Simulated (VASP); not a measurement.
Set up this calculation in VASP 6.6.1, as the native input.

```
Task                   : single point
Functional             : LDA
Potentials or basis    : VASP PAW LDA potentials, release 64 (Ti_sv, Rh_pv)
Cutoff                 : 520 eV
k mesh                 : 10 × 10 × 10
Occupations            : fermi-dirac, width 0.03 eV
Spin                   : no spin polarisation
Dipole correction      : no
Further INCAR settings : ALGO = Normal; EDIFF = 1e-06; NBANDS = 36
```

The structure of TiRh3 lies in POSCAR:

```
TiRh3
1.0
    3.7439781075      0.0000000000      0.0000000000
    0.0000000000      3.7439781075      0.0000000000
    0.0000000000      0.0000000000      3.7439781075
Ti Rh
1 3
Direct
    0.0000000000      0.0000000000      0.0000000000
    0.0000000000      0.5000000000      0.5000000000
    0.5000000000      0.0000000000      0.5000000000
    0.5000000000      0.5000000000      0.0000000000
```

One way to write it, as run:

INCAR

```
PREC = Accurate
ENCUT = 520
EDIFF = 1E-6
ISMEAR = -1
SIGMA = 0.03
LREAL = F
LASPH = T
NELM = 80
ALGO = Normal
ISIF = 2
LWAVE = F
LCHARG = F
GGA = CA
NBANDS = 36
```

KPOINTS

```
Automatic mesh
0
Gamma
  10 10 10
```

Potentials or basis: VASP PAW LDA potentials, release 64 (Ti_sv, Rh_pv).

The run is started by

```console
$ cat potpaw_LDA.64/Ti_sv/POTCAR potpaw_LDA.64/Rh_pv/POTCAR > POTCAR
$ mpirun -np 1 vasp_std > vasp.out
```

It gave:

| Quantity | Value |
| --- | --- |
| Pressure | 7.0 GPa |
| Band gap on the k mesh | zero (an odd number of electrons rules out a gap without spin polarisation) |

Caveat: the cell stands under pressure.

Run time: 120 s on 1 thread of Intel Xeon 8259CL, with other jobs on the host, peak memory 0.2 GiB.
